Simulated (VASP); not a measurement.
# CoGe3 (Pm-3m) in VASP: a series of runs, part 2 of 2

VASP 6.6.1.

### Step 3. Relaxation of cell and atoms, PBEsol

This run uses another cell than the first one, of 15.19 Å³/atom.

The input, INCAR:

```
SYSTEM = CoGe3
  PREC = Accurate
  ENCUT = 600
  EDIFF = 1E-7
  ISMEAR = 0
  SIGMA = 0.1
  LREAL = .False.
  LASPH = .True.
  NELM = 60
  ALGO = Normal
  ISIF = 3
  LWAVE = .False.
  LCHARG = .False.
  GGA = PS
  IBRION = 2
  NSW = 100
  EDIFFG = -0.01
```

The input, KPOINTS:

```
regular mesh
0
Gamma
  10 10 10
  0 0 0
```

The input, POSCAR:

```
CoGe3
1.0
    3.9309067800      0.0000000000      0.0000000000
    0.0000000000      3.9309067800      0.0000000000
    0.0000000000      0.0000000000      3.9309067800
Ge Co
3 1
Direct
    0.0000000000      0.5000000000      0.5000000000
    0.5000000000      0.0000000000      0.5000000000
    0.5000000000      0.5000000000      0.0000000000
    0.0000000000      0.0000000000      0.0000000000
```

Potentials or basis: VASP PAW PBE potentials, release 64 (Ge_d, Co).

Launch:

```
$ cat potpaw_PBE.64/Ge_d/POTCAR potpaw_PBE.64/Co/POTCAR > POTCAR
$ mpirun -np 1 vasp_std > vasp.out
```

OUTCAR:

```text
SYSTEM = CoGe3
   PREC = Accurate
   ENCUT = 600
   EDIFF = 1E-7
   ISMEAR = 0
   LREAL = .False.
   LASPH = .True.
   NELM = 60
   ISIF = 3
   GGA = PS
   IBRION = 2
   NSW = 100
   EDIFFG = -0.01

 ion  position               nearest neighbor table
   1  0.000  0.500  0.500-   2 2.78   3 2.78   4 2.78   3 2.78   4 2.78   2 2.78   4 2.78   4 2.78
                             2 2.78   3 2.78   3 2.78   2 2.78
   2  0.500  0.000  0.500-   1 2.78   3 2.78   4 2.78   3 2.78   4 2.78   1 2.78   3 2.78   3 2.78
                             1 2.78   4 2.78   4 2.78   1 2.78
   3  0.500  0.500  0.000-   1 2.78   2 2.78   4 2.78   1 2.78   2 2.78   2 2.78   4 2.78   2 2.78
                             1 2.78   4 2.78   1 2.78   4 2.78
   4  0.000  0.000  0.000-   1 2.78   2 2.78   3 2.78   1 2.78   2 2.78   1 2.78   3 2.78   1 2.78
                             2 2.78   3 2.78   2 2.78   3 2.78

  LATTYP: Found a simple cubic cell.
 ALAT       =     3.9309067800

  Lattice vectors:

 A1 = (   3.9309067800,   0.0000000000,   0.0000000000)
 A2 = (   0.0000000000,   3.9309067800,   0.0000000000)
 A3 = (   0.0000000000,   0.0000000000,   3.9309067800)

Analysis of symmetry for initial positions (statically):
=====================================================================
 Subroutine PRICEL returns:
 Original cell was already a primitive cell.

 Routine SETGRP: Setting up the symmetry group for a
 simple cubic supercell.

 Subroutine GETGRP returns: Found 48 space group operations
 (whereof 48 operations were pure point group operations)
 out of a pool of 48 trial point group operations.

The static configuration has the point symmetry O_h .

Analysis of symmetry for dynamics (positions and initial velocities):
=====================================================================
 Subroutine PRICEL returns:
 Original cell was already a primitive cell.

 Routine SETGRP: Setting up the symmetry group for a
 simple cubic supercell.

 Subroutine GETGRP returns: Found 48 space group operations
 (whereof 48 operations were pure point group operations)
 out of a pool of 48 trial point group operations.

The dynamic configuration has the point symmetry O_h .

 Subroutine INISYM returns: Found 48 space group operations
 (whereof 48 operations are pure point group operations),
 and found     1 'primitive' translations

----------------------------------------------------------------------------------------

                                     Primitive cell

  volume of cell :      60.7405

  direct lattice vectors                    reciprocal lattice vectors
     3.930906780  0.000000000  0.000000000     0.254394229  0.000000000  0.000000000
     0.000000000  3.930906780  0.000000000     0.000000000  0.254394229  0.000000000
     0.000000000  0.000000000  3.930906780     0.000000000  0.000000000  0.254394229

  length of vectors
     3.930906780  3.930906780  3.930906780     0.254394229  0.254394229  0.254394229

  position of ions in fractional coordinates (direct lattice)
     0.000000000  0.500000000  0.500000000
     0.500000000  0.000000000  0.500000000
     0.500000000  0.500000000  0.000000000
     0.000000000  0.000000000  0.000000000

  ion indices of the primitive-cell ions
   primitive index   ion index
                 1           1
                 2           2
                 3           3
                 4           4
[... 33 lines left out ...]
  0.400000  0.000000  0.000000      6.000000
  0.500000  0.000000  0.000000      3.000000
[... 16 lines left out ...]
  0.200000  0.100000  0.100000     24.000000
  0.300000  0.100000  0.100000     24.000000
 [... further k-points ...]
   k-points           NKPTS =     56   k-points in BZ     NKDIM =     56   number of bands    NBANDS=     30
   number of dos      NEDOS =    301   number of ions     NIONS =      4
   total plane-waves  NPLWV =  32768
   dimension x,y,z NGX =    32 NGY =   32 NGZ =   32
   dimension x,y,z NGXF=    64 NGYF=   64 NGZF=   64
   ions per type =               3   1
   NGX,Y,Z   is equivalent  to a cutoff of  13.53, 13.53, 13.53 a.u.
   NGXF,Y,Z  is equivalent  to a cutoff of  27.07, 27.07, 27.07 a.u.
 SYSTEM =  CoGe3
   PREC   = accura    normal or accurate (medium, high low for compatibility)
   ISTART =      0    job   : 0-new  1-cont  2-samecut
   ICHARG =      2    charge: 1-file 2-atom 10-const
   ISPIN  =      1    spin polarized calculation?
   LNONCOLLINEAR =      F non collinear calculations
   LSORBIT =      F    spin-orbit coupling
   LASPH  =      T    aspherical Exc in radial PAW
   ENCUT  =  600.0 eV  44.10 Ry    6.64 a.u.   7.85  7.85  7.85*2*pi/ulx,y,z
   NELM   =     60;   NELMIN=  2; NELMDL= -5     # of ELM steps
   EDIFF  = 0.1E-06   stopping-criterion for ELM
   LREAL  =      F    real-space projection
   EDIFFG = -.1E-01   stopping-criterion for IOM
   NSW    =    100    number of steps for IOM
   IBRION =      2    ionic relax: 0-MD 1-quasi-New 2-CG
   NFREE  =      1    steps in history (QN), initial steepest desc. (CG)
   ISIF   =      3    stress and relaxation
   ISYM   =      2    0-nonsym 1-usesym 2-fastsym
   POTIM  = 0.5000    time-step for ionic-motion
   TEBEG  =    0.0;   TEEND  =   0.0 temperature during run
   PSTRESS=    0.0 pullay stress
   NELECT =      51.0000    total number of electrons
   NUPDOWN=      -1.0000    fix difference up-down
   EMIN   =  10.00;   EMAX   =-10.00  energy-range for DOS
   EFERMI =   0.00;   METHOD = LEGACY
   ISMEAR =     0;   SIGMA  =   0.10  broadening in eV -4-tet -1-fermi 0-gaus
   EFERMI_NEDOS =   21; number of points for ismear=-14 and -15
   IALGO  =     38    algorithm
   IMIX   =      4    mixing-type and parameters
     AMIX     =   0.40;   BMIX     =  1.00
     AMIX_MAG =   1.60;   BMIX_MAG =  1.00
  volume/ion in A,a.u.               =      15.19       102.47
  Fermi-wavevector in a.u.,A,eV,Ry     =   1.544444  2.918576 32.454073  2.385307
  Thomas-Fermi vector in A             =   2.649964
   LORBIT       =      0    0 simple, 1 ext, 2 COOP (PROOUT), +10 PAW based schemes
   GGA     = PS    functional components
   LHFCALC =     F    Hartree Fock is set to
   AEXX    =    0.0000 exact exchange contribution
   IVDW    =     0    specifies the selected vdW correction
   LEPSILON=     F    determine dielectric tensor
   LRPA    =     F    only Hartree local field effects (RPA)
 conjugate gradient relaxation of ions
 non-spin polarized calculation
 Gauss-broadening in eV      SIGMA  =   0.10
  energy-cutoff  :      600.00
  volume of cell :       60.74
 maximum number of plane-waves:      2048
 NGX is ok and might be reduce to    32
   NGX = 15   NGY = 15   NGZ = 15

--------------------------------------- Ionic step        1  -------------------------------------------

 number of electron      51.0000031 magnetization

 Free energy of the ion-electron system (eV)
  ---------------------------------------------------
  ext. energy  EPLUGINS =         0.00000000
  ---------------------------------------------------
  free energy    TOTEN  =       -21.09487256 eV

  energy without entropy =      -21.08039772  energy(sigma->0) =      -21.08763514

------------------------ aborting loop because EDIFF is reached ----------------------------------------

  FORCE on cell =-STRESS in cart. coord.  units (eV):
  Direction    XX          YY          ZZ          XY          YZ          ZX
  --------------------------------------------------------------------------------------
  -------------------------------------------------------------------------------------
  Total       -0.1184464     -0.1184464     -0.1184464     -0.0000000     -0.0000000      0.0000000
  in kB       -3.1243106     -3.1243106     -3.1243106     -0.0000000     -0.0000000      0.0000000
  external PRESSURE =      -3.1243106 kB  Pullay stress =       0.0000000 kB
[... 63 lines left out ...]
--------------------------------------- Ionic step        3  -------------------------------------------

 number of electron      51.0000037 magnetization

 Free energy of the ion-electron system (eV)
  ---------------------------------------------------
  ext. energy  EPLUGINS =         0.00000000
  ---------------------------------------------------
  free energy    TOTEN  =       -21.09503998 eV

  energy without entropy =      -21.08060633  energy(sigma->0) =      -21.08782316

 E-fermi :   8.5065     XC(G=0): -12.3699

 val. band max:        8.4854386220   @ k =   0.5000   0.2000   0.1000
 cond. band min:       8.5066553146   @ k =   0.2000   0.0000   0.0000
 fundamental gap:      0.0212166926
 Fermi energy:         8.5064853201

 k-point     1 :       0.0000    0.0000    0.0000
  band No.  band energies     occupation
      1     -16.3535      2.00000
      2     -16.3511      2.00000
      3     -16.3511      2.00000
      4     -16.3511      2.00000
      5     -16.2258      2.00000
      6     -16.2258      2.00000
[... 781 lines left out ...]
     29      12.1128      0.00000
     30      12.1701      0.00000

 [... further k-points ...]
[... 5 lines left out ...]
  --------------------------------------------------------------------------------------
  -------------------------------------------------------------------------------------
  Total       -0.0037620     -0.0037620     -0.0037620      0.0000000      0.0000000      0.0000000
  in kB       -0.0995173     -0.0995173     -0.0995173      0.0000000      0.0000000      0.0000000
  external PRESSURE =      -0.0995173 kB  Pullay stress =       0.0000000 kB
[... 19 lines left out ...]
  FREE ENERGIE OF THE ION-ELECTRON SYSTEM (eV)
  ---------------------------------------------------
  free  energy   TOTEN  =       -21.0950399837 eV

  energy  without entropy=      -21.0806063281  energy(sigma->0) =      -21.08782316

 reached required accuracy - stopping structural energy minimisation
```

OSZICAR:

```text
N       E                     dE             d eps       ncg     rms          rms(c)
DAV:   1     0.428339220317E+03    0.42834E+03   -0.26345E+04  3918   0.510E+03
DAV:   2     0.505188744847E+02   -0.37782E+03   -0.36847E+03  3360   0.842E+02
DAV:   3    -0.182658974053E+02   -0.68785E+02   -0.67219E+02  3636   0.227E+02
DAV:   4    -0.223258584374E+02   -0.40600E+01   -0.39599E+01  3992   0.609E+01
[... 26 lines left out ...]
DAV:   3    -0.210952371979E+02    0.71112E-02   -0.19964E-02  3802   0.133E+00    0.107E-01
DAV:   4    -0.210950590041E+02    0.17819E-03   -0.10077E-03  4348   0.334E-01    0.280E-02
DAV:   5    -0.210950432695E+02    0.15735E-04   -0.48332E-05  3960   0.113E-01    0.102E-02
DAV:   6    -0.210950400063E+02    0.32632E-05   -0.70309E-06  4354   0.406E-02    0.285E-03
DAV:   7    -0.210950399837E+02    0.22601E-07   -0.48462E-07  3220   0.106E-02
   3 F= -.21095040E+02 E0= -.21087823E+02  d E =-.167426E-03
```

CONTCAR:

```text
CoGe3
   1.00000000000000
     3.9271591862175930   -0.0000000000000000    0.0000000000000000
    -0.0000000000000000    3.9271591862175930   -0.0000000000000000
     0.0000000000000000   -0.0000000000000000    3.9271591862175930
  Ge              Co
     3     1
Direct
     0.0000000000000000    0.5000000000000000    0.5000000000000000
     0.5000000000000000    0.0000000000000000    0.5000000000000000
     0.5000000000000000    0.5000000000000000    0.0000000000000000
     0.0000000000000000    0.0000000000000000    0.0000000000000000

  0.00000000E+00  0.00000000E+00  0.00000000E+00
  0.00000000E+00  0.00000000E+00  0.00000000E+00
  0.00000000E+00  0.00000000E+00  0.00000000E+00
  0.00000000E+00  0.00000000E+00  0.00000000E+00
```

It took 4.4 min on 1 thread of AMD EPYC 7R13, shared host; peak memory 0.23 GiB.

Results:

- Free energy: -21.0950 eV
- Relaxed volume: 15.14 Å³/atom
- Relaxed cell: a = 3.927 Å, b = 3.927 Å, c = 3.927 Å, α = 90.00°, β = 90.00°, γ = 90.00°
- Space group after relaxing (to 0.1 Å): Pm-3m (No. 221)
- Energy gained by relaxing: 0.0 meV/atom
- Ionic steps: 3
- Pressure after relaxing: 0.0 GPa
- Band gap on the k mesh: zero (an odd number of electrons rules out a gap without spin polarisation)

The path:
```
step  energy change (eV)  largest force (eV/Å)  pressure (GPa)  volume (Å³)
   1              0.0000                0.0000           -0.31        60.74
   2             -0.0001                0.0000            0.15        60.48
   3             -0.0002                0.0000           -0.01        60.57
```

Final structure:
```cif
data_structure
_symmetry_space_group_name_H-M 'P 1'
_symmetry_Int_Tables_number 1
_cell_length_a 3.9272
_cell_length_b 3.9272
_cell_length_c 3.9272
_cell_angle_alpha 90.000
_cell_angle_beta 90.000
_cell_angle_gamma 90.000
_cell_volume 60.57
loop_
_atom_site_label
_atom_site_type_symbol
_atom_site_fract_x
_atom_site_fract_y
_atom_site_fract_z
_atom_site_occupancy
Ge1 Ge 0.00000 0.50000 0.50000 1
Ge2 Ge 0.50000 0.00000 0.50000 1
Ge3 Ge 0.50000 0.50000 0.00000 1
Co1 Co 0.00000 0.00000 0.00000 1
```

Levels at points of the mesh, in eV from the Fermi level:
```csv
k point,band 22,band 23,band 24,band 25,band 26,band 27,band 28,band 29
"(0.00, 0.00, 0.00)",-1.02,-1.02,-1.02,-0.13,-0.13,0.43,3.60,3.60
"(0.50, 0.00, 0.00)",-0.98,-0.91,-0.56,-0.56,0.41,0.41,0.59,0.93
"(0.50, 0.50, 0.00)",-1.06,-0.75,-0.74,-0.07,0.57,1.34,1.34,2.51
"(0.50, 0.50, 0.50)",-5.21,-0.80,-0.66,-0.66,-0.20,-0.20,-0.20,8.73
```

Caveat: the PAW data sets were made with another functional, which shifts forces and pressure a little; the run has no spin polarisation, though such a crystal can be magnetic. Spin polarisation is off, so any magnetic state and its effect on volume and gap are missing.

The gap in the log of VASP goes by the Fermi energy; the results here count the filled bands.